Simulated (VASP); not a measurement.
# Ta4C3 (P4/mmm) in VASP: single point with PBEsol

Aim: the single point of Ta4C3 with PBEsol.

Everything below comes from runs of VASP 6.6.1. Logs are shortened: lines on timing, memory, paths and dates and some standing lists are left out, and cuts for length are marked.

## 1. The cell of the first run

The structure is tetragonal, space group P4/mmm (No. 123). Conventional cell: a = 4.050 Å, b = 4.050 Å, c = 4.403 Å, α = 90.00°, β = 90.00°, γ = 90.00°. Within 2.7 Å of Ta (site symmetry mmm) lie 4 C at 2.03 to 2.20 Å. Within 2.7 Å of Ta (site symmetry 4/mmm) lie 4 C at 2.03 Å. Ta (site symmetry 4/mmm) has 6 C at 2.03 to 2.20 Å within 2.7 Å. Within 2.7 Å of C (site symmetry mmm) lie 6 Ta at 2.03 to 2.20 Å. C (site symmetry 4/mmm) has 6 Ta at 2.03 to 2.20 Å within 2.7 Å.

## 2. Single point, PBEsol (strain -0.080 along x and y, +0.000 along z)

The input, INCAR:

```
SYSTEM = Ta4C3
PREC = Accurate
ENCUT = 520
EDIFF = 1E-6
ISMEAR = 0
SIGMA = 0.15
LREAL = .False.
LASPH = .True.
NELM = 60
ALGO = Normal
ISIF = 2
LWAVE = .False.
LCHARG = .False.
GGA = PS
NBANDS = 37
```

The input, KPOINTS:

```
regular mesh
0
Gamma
  10 10 10
  0 0 0
```

The input, POSCAR:

```
Ta4C3
1.0
    4.0503940292      0.0000000000      0.0000000000
    0.0000000000      4.0503940292      0.0000000000
    0.0000000000      0.0000000000      4.4026022057
Ta C
4 3
Direct
    0.0000000000      0.5000000000      0.5000000000
    0.5000000000      0.0000000000      0.5000000000
    0.5000000000      0.5000000000      0.0000000000
    0.0000000000      0.0000000000      0.0000000000
    0.5000000000      0.0000000000      0.0000000000
    0.0000000000      0.5000000000      0.0000000000
    0.0000000000      0.0000000000      0.5000000000
```

Potentials or basis: VASP PAW PBE potentials, release 64 (Ta_pv, C).

On the command line:

```bash
cat potpaw_PBE.64/Ta_pv/POTCAR potpaw_PBE.64/C/POTCAR > POTCAR
mpirun -np 1 vasp_std > vasp.out
```

OUTCAR:

```text
SYSTEM = Ta4C3
   PREC = Accurate
   ENCUT = 520
   EDIFF = 1E-6
   ISMEAR = 0
   LREAL = .False.
   LASPH = .True.
   NELM = 60
   ISIF = 2
   GGA = PS

 ion  position               nearest neighbor table
   1  0.000  0.500  0.500-   7 2.03   7 2.03   6 2.20   6 2.20   2 2.86   2 2.86   2 2.86   2 2.86
                             4 2.99   4 2.99   3 2.99   4 2.99   4 2.99   3 2.99   3 2.99   3 2.99
   2  0.500  0.000  0.500-   7 2.03   7 2.03   5 2.20   5 2.20   1 2.86   1 2.86   1 2.86   1 2.86
                             4 2.99   3 2.99   3 2.99   3 2.99   4 2.99   4 2.99   4 2.99   3 2.99
   3  0.500  0.500  0.000-   5 2.03   6 2.03   5 2.03   6 2.03   4 2.86   4 2.86   4 2.86   4 2.86
                             2 2.99   1 2.99   2 2.99   1 2.99   1 2.99   2 2.99   1 2.99   2 2.99
   4  0.000  0.000  0.000-   5 2.03   6 2.03   6 2.03   5 2.03   7 2.20   7 2.20   3 2.86   3 2.86
                             3 2.86   3 2.86   2 2.99   1 2.99   1 2.99   2 2.99   2 2.99   1 2.99
   5  0.500  0.000  0.000-   3 2.03   4 2.03   3 2.03   4 2.03   2 2.20   2 2.20
   6  0.000  0.500  0.000-   3 2.03   4 2.03   4 2.03   3 2.03   1 2.20   1 2.20
   7  0.000  0.000  0.500-   1 2.03   2 2.03   1 2.03   2 2.03   4 2.20   4 2.20

  LATTYP: Found a simple tetragonal cell.
 ALAT       =     4.0503940292
 C/A-ratio  =     1.0869565218

  Lattice vectors:

 A1 = (   4.0503940292,   0.0000000000,   0.0000000000)
 A2 = (   0.0000000000,   4.0503940292,   0.0000000000)
 A3 = (   0.0000000000,   0.0000000000,   4.4026022057)

Analysis of symmetry for initial positions (statically):
=====================================================================
 Subroutine PRICEL returns:
 Original cell was already a primitive cell.

 Routine SETGRP: Setting up the symmetry group for a
 simple tetragonal supercell.

 Subroutine GETGRP returns: Found 16 space group operations
 (whereof 16 operations were pure point group operations)
 out of a pool of 16 trial point group operations.

The static configuration has the point symmetry D_4h.

Analysis of symmetry for dynamics (positions and initial velocities):
=====================================================================
 Subroutine PRICEL returns:
 Original cell was already a primitive cell.

 Routine SETGRP: Setting up the symmetry group for a
 simple tetragonal supercell.

 Subroutine GETGRP returns: Found 16 space group operations
 (whereof 16 operations were pure point group operations)
 out of a pool of 16 trial point group operations.

The dynamic configuration has the point symmetry D_4h.

 Subroutine INISYM returns: Found 16 space group operations
 (whereof 16 operations are pure point group operations),
 and found     1 'primitive' translations

----------------------------------------------------------------------------------------

                                     Primitive cell

  volume of cell :      72.2277

  direct lattice vectors                    reciprocal lattice vectors
     4.050394029  0.000000000  0.000000000     0.246889560  0.000000000  0.000000000
     0.000000000  4.050394029  0.000000000     0.000000000  0.246889560  0.000000000
     0.000000000  0.000000000  4.402602206     0.000000000  0.000000000  0.227138395

  length of vectors
     4.050394029  4.050394029  4.402602206     0.246889560  0.246889560  0.227138395

  position of ions in fractional coordinates (direct lattice)
     0.000000000  0.500000000  0.500000000
     0.500000000  0.000000000  0.500000000
     0.500000000  0.500000000  0.000000000
     0.000000000  0.000000000  0.000000000
     0.500000000  0.000000000  0.000000000
     0.000000000  0.500000000  0.000000000
     0.000000000  0.000000000  0.500000000

  ion indices of the primitive-cell ions
   primitive index   ion index
                 1           1
                 2           2
                 3           3
                 4           4
                 5           5
                 6           6
                 7           7

----------------------------------------------------------------------------------------

 KPOINTS: regular mesh

Automatic generation of k-mesh.
 Grid dimensions read from file:
 generate k-points for:   10   10   10

 Generating k-lattice:

  Cartesian coordinates                     Fractional coordinates (reciprocal lattice)
     0.024688956  0.000000000  0.000000000     0.100000000  0.000000000  0.000000000
     0.000000000  0.024688956  0.000000000     0.000000000  0.100000000  0.000000000
     0.000000000  0.000000000  0.022713840     0.000000000  0.000000000  0.100000000

  Length of vectors
     0.024688956  0.024688956  0.022713840

  Shift w.r.t. Gamma in fractional coordinates (k-lattice)
     0.000000000  0.000000000  0.000000000

 Subroutine IBZKPT returns following result:
 ===========================================

 Found    126 irreducible k-points:

 Following reciprocal coordinates:
            Coordinates               Weight
  0.000000  0.000000  0.000000      1.000000
  0.100000  0.000000  0.000000      4.000000
  0.200000  0.000000  0.000000      4.000000
  0.300000  0.000000  0.000000      4.000000
  0.400000  0.000000  0.000000      4.000000
  0.500000  0.000000  0.000000      2.000000
[... 16 lines left out ...]
  0.100000  0.000000  0.100000      8.000000
  0.200000  0.000000  0.100000      8.000000
 [... further k-points ...]
   k-points           NKPTS =    126   k-points in BZ     NKDIM =    126   number of bands    NBANDS=     37
   number of dos      NEDOS =    301   number of ions     NIONS =      7
   total plane-waves  NPLWV =  32400
   dimension x,y,z NGX =    30 NGY =   30 NGZ =   36
   dimension x,y,z NGXF=    60 NGYF=   60 NGZF=   72
   ions per type =               4   3
   NGX,Y,Z   is equivalent  to a cutoff of  12.31, 12.31, 13.59 a.u.
   NGXF,Y,Z  is equivalent  to a cutoff of  24.63, 24.63, 27.19 a.u.
 SYSTEM =  Ta4C3
   PREC   = accura    normal or accurate (medium, high low for compatibility)
   ISTART =      0    job   : 0-new  1-cont  2-samecut
   ICHARG =      2    charge: 1-file 2-atom 10-const
   ISPIN  =      1    spin polarized calculation?
   LNONCOLLINEAR =      F non collinear calculations
   LSORBIT =      F    spin-orbit coupling
   LASPH  =      T    aspherical Exc in radial PAW
   ENCUT  =  520.0 eV  38.22 Ry    6.18 a.u.   7.53  7.53  8.19*2*pi/ulx,y,z
   NELM   =     60;   NELMIN=  2; NELMDL= -5     # of ELM steps
   EDIFF  = 0.1E-05   stopping-criterion for ELM
   LREAL  =      F    real-space projection
   EDIFFG = 0.1E-04   stopping-criterion for IOM
   NSW    =      0    number of steps for IOM
   IBRION =     -1    ionic relax: 0-MD 1-quasi-New 2-CG
   NFREE  =      0    steps in history (QN), initial steepest desc. (CG)
   ISIF   =      2    stress and relaxation
   ISYM   =      2    0-nonsym 1-usesym 2-fastsym
   POTIM  = 0.5000    time-step for ionic-motion
   TEBEG  =    0.0;   TEEND  =   0.0 temperature during run
   PSTRESS=    0.0 pullay stress
   NELECT =      56.0000    total number of electrons
   NUPDOWN=      -1.0000    fix difference up-down
   EMIN   =  10.00;   EMAX   =-10.00  energy-range for DOS
   EFERMI =   0.00;   METHOD = LEGACY
   ISMEAR =     0;   SIGMA  =   0.15  broadening in eV -4-tet -1-fermi 0-gaus
   EFERMI_NEDOS =   21; number of points for ismear=-14 and -15
   IALGO  =     38    algorithm
   IMIX   =      4    mixing-type and parameters
     AMIX     =   0.40;   BMIX     =  1.00
     AMIX_MAG =   1.60;   BMIX_MAG =  1.00
  volume/ion in A,a.u.               =      10.32        69.63
  Fermi-wavevector in a.u.,A,eV,Ry     =   1.503960  2.842072 30.774943  2.261895
  Thomas-Fermi vector in A             =   2.615002
   LORBIT       =      0    0 simple, 1 ext, 2 COOP (PROOUT), +10 PAW based schemes
   GGA     = PS    functional components
   LHFCALC =     F    Hartree Fock is set to
   AEXX    =    0.0000 exact exchange contribution
   IVDW    =     0    specifies the selected vdW correction
   LEPSILON=     F    determine dielectric tensor
   LRPA    =     F    only Hartree local field effects (RPA)
 non-spin polarized calculation
 Gauss-broadening in eV      SIGMA  =   0.15
  energy-cutoff  :      520.00
  volume of cell :       72.23
 maximum number of plane-waves:      1972
   NGX = 15   NGY = 15   NGZ = 17

 number of electron      56.0000012 magnetization

 Free energy of the ion-electron system (eV)
  ---------------------------------------------------
  ext. energy  EPLUGINS =         0.00000000
  ---------------------------------------------------
  free energy    TOTEN  =       -79.16080044 eV

  energy without entropy =      -79.12832295  energy(sigma->0) =      -79.14456169

 E-fermi :   8.8826     XC(G=0): -13.9856

 val. band max:        8.8709720098   @ k =   0.2000   0.2000   0.4000
 cond. band min:       8.8829375548   @ k =   0.3000   0.1000   0.2000
 fundamental gap:      0.0119655450
 Fermi energy:         8.8825549821

 k-point     1 :       0.0000    0.0000    0.0000
  band No.  band energies     occupation
      1     -26.3104      2.00000
      2     -26.3104      2.00000
      3     -26.2544      2.00000
      4     -25.5312      2.00000
      5     -25.5312      2.00000
      6     -25.3621      2.00000
[... 29 lines left out ...]
     36      13.5628      0.00000
     37      14.1797      0.00000

 k-point     2 :       0.1000    0.0000    0.0000
  band No.  band energies     occupation
      1     -26.2925      2.00000
      2     -26.2892      2.00000
      3     -26.2392      2.00000
      4     -25.5292      2.00000
      5     -25.5181      2.00000
      6     -25.3695      2.00000
[... 29 lines left out ...]
     36      13.9169      0.00000
     37      14.2162      0.00000

 k-point     3 :       0.2000    0.0000    0.0000
  band No.  band energies     occupation
      1     -26.2422      2.00000
      2     -26.2285      2.00000
      3     -26.1963      2.00000
      4     -25.5244      2.00000
      5     -25.4816      2.00000
      6     -25.4076      2.00000
[... 29 lines left out ...]
     36      14.0594      0.00000
     37      14.2436      0.00000

 k-point     4 :       0.3000    0.0000    0.0000
  band No.  band energies     occupation
      1     -26.1699      2.00000
      2     -26.1392      2.00000
      3     -26.1351      2.00000
      4     -25.5218      2.00000
      5     -25.4701      2.00000
      6     -25.4334      2.00000
[... 29 lines left out ...]
     36      13.9935      0.00000
     37      14.3894      0.00000
[... 683 lines left out ...]
      1     -26.2998      2.00000
      2     -26.2998      2.00000
      3     -26.2323      2.00000
      4     -25.5429      2.00000
      5     -25.5429      2.00000
      6     -25.3708      2.00000
[... 29 lines left out ...]
     36      13.7041      0.00000
     37      13.9126      0.00000

 k-point    23 :       0.1000    0.0000    0.1000
  band No.  band energies     occupation
      1     -26.2831      2.00000
      2     -26.2820      2.00000
      3     -26.2159      2.00000
      4     -25.5463      2.00000
      5     -25.5296      2.00000
      6     -25.3731      2.00000
[... 29 lines left out ...]
     36      13.7910      0.00000
     37      13.9314      0.00000

 k-point    24 :       0.2000    0.0000    0.1000
  band No.  band energies     occupation
      1     -26.2362      2.00000
      2     -26.2320      2.00000
      3     -26.1696      2.00000
      4     -25.5579      2.00000
      5     -25.4925      2.00000
      6     -25.3864      2.00000
[... 29 lines left out ...]
     36      14.0079      0.00000
     37      14.3422      0.00000

 [... further k-points ...]

------------------------ aborting loop because EDIFF is reached ----------------------------------------

  FORCE on cell =-STRESS in cart. coord.  units (eV):
  Direction    XX          YY          ZZ          XY          YZ          ZX
  --------------------------------------------------------------------------------------
  -------------------------------------------------------------------------------------
  Total       47.3870435     47.3870435     13.8503015      0.0000000      0.0000000      0.0000000
  in kB     1051.1536449   1051.1536449    307.2315510      0.0000000      0.0000000      0.0000000
  external PRESSURE =     803.1796136 kB  Pullay stress =       0.0000000 kB

 VOLUME and BASIS-vectors are now :
 -----------------------------------------------------------------------------
  energy-cutoff  :      520.00
  volume of cell :       72.23
      direct lattice vectors                 reciprocal lattice vectors
     4.050394029  0.000000000  0.000000000     0.246889560  0.000000000  0.000000000
     0.000000000  4.050394029  0.000000000     0.000000000  0.246889560  0.000000000
     0.000000000  0.000000000  4.402602206     0.000000000  0.000000000  0.227138395

 POSITION                                       TOTAL-FORCE (eV/Angst)
 -----------------------------------------------------------------------------------
      0.00000      2.02520      2.20130         0.000000      0.000000      0.000000
      2.02520      0.00000      2.20130         0.000000      0.000000      0.000000
      2.02520      2.02520      0.00000         0.000000      0.000000      0.000000
      0.00000      0.00000      0.00000         0.000000      0.000000      0.000000
      2.02520      0.00000      0.00000         0.000000      0.000000      0.000000
      0.00000      2.02520      0.00000         0.000000      0.000000      0.000000
      0.00000      0.00000      2.20130         0.000000      0.000000      0.000000
 -----------------------------------------------------------------------------------
    total drift:                                0.000000      0.000000     -0.000000

  FREE ENERGIE OF THE ION-ELECTRON SYSTEM (eV)
  ---------------------------------------------------
  free  energy   TOTEN  =       -79.1608004392 eV

  energy  without entropy=      -79.1283229470  energy(sigma->0) =      -79.14456169
```

It took 8.5 min on 1 thread of Intel Xeon 8259CL, shared host; peak memory 0.36 GiB.

What came out:

* Free energy: -79.1608 eV
* Pressure: 80.3 GPa
* Band gap on the k mesh: zero (bands 28 and 29 overlap by 1.09 eV)

Stress tensor (GPa, compression positive):
```
105.12   0.00   0.00
  0.00 105.12   0.00
  0.00   0.00  30.72
```

Levels at points of the mesh, in eV from the Fermi level:
```tsv
k point	band 26	band 27	band 28	band 29	band 30	band 31
(0.00, 0.00, 0.00)	-0.80	-0.80	-0.41	-0.41	-0.24	-0.24
(0.50, 0.00, 0.00)	-2.81	-2.23	0.06	0.18	1.18	1.92
(0.50, 0.50, 0.00)	-1.98	-0.45	-0.45	2.42	2.54	2.54
(0.00, 0.00, 0.50)	-1.40	-1.40	0.34	0.34	0.43	1.89
(0.50, 0.00, 0.50)	-1.96	-1.40	0.15	1.54	1.56	2.02
(0.50, 0.50, 0.50)	-1.03	-1.03	0.39	3.91	4.04	4.04
```

Caveat: the cell differs from its parent crystal (strain -0.080 along x and y, +0.000 along z); the stress differs along the axes, from 31 to 105 GPa; the PAW data sets were made with another functional, which shifts forces and pressure a little; spin-orbit coupling is left out, which moves the levels of the heavy elements.
